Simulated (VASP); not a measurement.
# Lu: single point with RPBE

Crystal: Lu.

```
Lu
1.0
    -1.92764    1.92764    1.92764
     1.92764   -1.92764    1.92764
     1.92764    1.92764   -1.92764
Lu
1
Direct
  0.00000 0.00000 0.00000
```

This cell differs from its parent crystal: volume scaled by 0.92.

```yaml
Program: VASP 6.6.1
Task: single point
Functional: RPBE
Potentials_or_basis: VASP PAW PBE potentials, release 64 (Lu)
Cutoff: 520 eV
k_mesh: 13 × 13 × 13
Occupations: fermi-dirac, width 0.1 eV
Spin: no spin polarisation
```

```json
{
  "Pressure": "3.9 GPa"
}
```

Levels at points of the mesh, in eV from the Fermi level:
```tsv
k point	band 10	band 11	band 12	band 13	band 14	band 15
(0.00, 0.00, 0.00)	-5.03	-5.03	-5.01	2.20	2.20	2.20
```

Wall time 44 s on 1 thread of Intel(R) Xeon(R) Platinum 8259CL CPU @ 2.50GHz (Skylake/Cascade Lake), on a shared host, peak memory 0.2 GiB.

Caveat: the PAW data sets were made with another functional, which shifts forces and pressure a little; spin-orbit coupling is left out, which moves the levels of the heavy elements.
